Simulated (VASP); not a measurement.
Input of a VASP 6.6.1 run:

Contents of POSCAR:

```
GaAs
1.0
    0.0000000000      2.8750000000      2.8750000000
    2.8750000000      0.0000000000      2.8750000000
    2.8750000000      2.8750000000      0.0000000000
Ga As
1 1
Direct
    0.0000000000      0.0000000000      0.0000000000
    0.2500000000      0.2500000000      0.2500000000
```

INCAR.step1

```
PREC = Accurate
ENCUT = 520
EDIFF = 1E-5
ISMEAR = -1
SIGMA = 0.02
LREAL = False
LASPH = True
NELM = 100
ALGO = Normal
ISIF = 2
LWAVE = True
LCHARG = False
GGA = PE
NBANDS = 16
```

File INCAR.step2:

```
PREC = Accurate
ENCUT = 520
EDIFF = 1E-7
ISMEAR = -1
SIGMA = 0.02
LREAL = False
LASPH = True
NELM = 100
ALGO = Normal
ISIF = 2
LWAVE = False
LCHARG = False
GGA = PE
LHFCALC = True
HFSCREEN = 0.2079
PRECFOCK = Normal
ISTART = 1
NBANDS = 16
```

Contents of KPOINTS:

```
regular mesh
0
Gamma
  2 2 2
```

Potentials or basis: VASP PAW PBE potentials, release 64 (Ga_d, As).

Command:

```sh
$ cat potpaw_PBE.64/Ga_d/POTCAR potpaw_PBE.64/As/POTCAR > POTCAR
$ cp INCAR.step1 INCAR
$ mpirun -np 1 vasp_std > vasp.out
$ cp INCAR.step2 INCAR
$ mpirun -np 1 vasp_std > vasp.out
```

Task: Estimate the band gap on the k mesh.

Result: 1.40 eV, direct.

Task: What does it give for the pressure?

Result: 2.3 GPa.

Caveat: the k points lie up to 0.95 Å⁻¹ apart; the PAW data sets were made with another functional, which shifts forces and pressure a little. A k mesh can miss the band edges.
